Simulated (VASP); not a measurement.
Au:

```
Au
1.0
     5.13826    0.00000    0.00000
     0.00000    5.13826    0.00000
     0.00000    0.00000    5.13826
Au
8
Direct
  0.00000 0.00000 0.00000
  0.50000 0.50000 0.50000
  0.25000 0.00000 0.50000
  0.75000 0.00000 0.50000
  0.50000 0.25000 0.00000
  0.50000 0.75000 0.00000
  0.00000 0.50000 0.25000
  0.00000 0.50000 0.75000
```

- Program: VASP 6.6.1
- Task: relaxation of cell and atoms
- Functional: revPBE
- Potentials or basis: VASP PAW PBE potentials, release 64 (Au)
- Cutoff: 500 eV
- k mesh: 5 × 5 × 5
- Occupations: fermi-dirac, width 0.1 eV
- Spin: no spin polarisation

At the start: pressure 18.0 GPa; volume 16.96 Å³/atom.

Where does the relaxation end?

Over 17 steps the energy falls by 99.8 meV/atom and the volume is 18.97 Å³/atom (+11.8 %); space group Pm-3n (No. 223, to 0.05 Å).

The path:
| step | energy change (eV) | largest force (eV/Å) | pressure (GPa) | volume (Å³) |
| --- | --- | --- | --- | --- |
| 1 | 0.0000 | 0.0000 | 18.02 | 135.66 |
| 2 | 0.2162 | 0.0000 | -10.94 | 176.66 |
| 3 | -0.7974 | 0.0000 | -0.44 | 152.42 |
| 4 | -0.7982 | 0.0000 | -0.09 | 151.95 |
| 5 | -0.7981 | 0.0000 | 0.16 | 151.62 |
| 6 | -0.7981 | 0.0000 | 0.16 | 151.62 |
| 7 | -0.7981 | 0.0000 | 0.15 | 151.63 |
| 8 | -0.7981 | 0.0000 | 0.15 | 151.63 |
| 9 | -0.7981 | 0.0000 | 0.15 | 151.63 |
| 10 | -0.7981 | 0.0000 | 0.15 | 151.63 |
| 11 | -0.7981 | 0.0000 | 0.15 | 151.63 |
| 12 | -0.7981 | 0.0000 | 0.15 | 151.63 |
| 13 | -0.7981 | 0.0000 | 0.15 | 151.64 |
| 14 | -0.7981 | 0.0000 | 0.14 | 151.64 |
| 15 | -0.7981 | 0.0000 | 0.13 | 151.66 |
| 16 | -0.7981 | 0.0000 | 0.11 | 151.68 |
| 17 | -0.7982 | 0.0000 | 0.08 | 151.73 |

Final structure:
```cif
data_structure
_symmetry_space_group_name_H-M 'P 1'
_symmetry_Int_Tables_number 1
_cell_length_a 5.3336
_cell_length_b 5.3336
_cell_length_c 5.3336
_cell_angle_alpha 90.000
_cell_angle_beta 90.000
_cell_angle_gamma 90.000
_cell_volume 151.73
loop_
_atom_site_label
_atom_site_type_symbol
_atom_site_fract_x
_atom_site_fract_y
_atom_site_fract_z
_atom_site_occupancy
Au1 Au 0.00000 0.00000 0.00000 1
Au2 Au 0.50000 0.50000 0.50000 1
Au3 Au 0.25000 0.00000 0.50000 1
Au4 Au 0.75000 0.00000 0.50000 1
Au5 Au 0.50000 0.25000 0.00000 1
Au6 Au 0.50000 0.75000 0.00000 1
Au7 Au 0.00000 0.50000 0.25000 1
Au8 Au 0.00000 0.50000 0.75000 1
```

Caveat: the PAW data sets were made with another functional, which shifts forces and pressure a little.
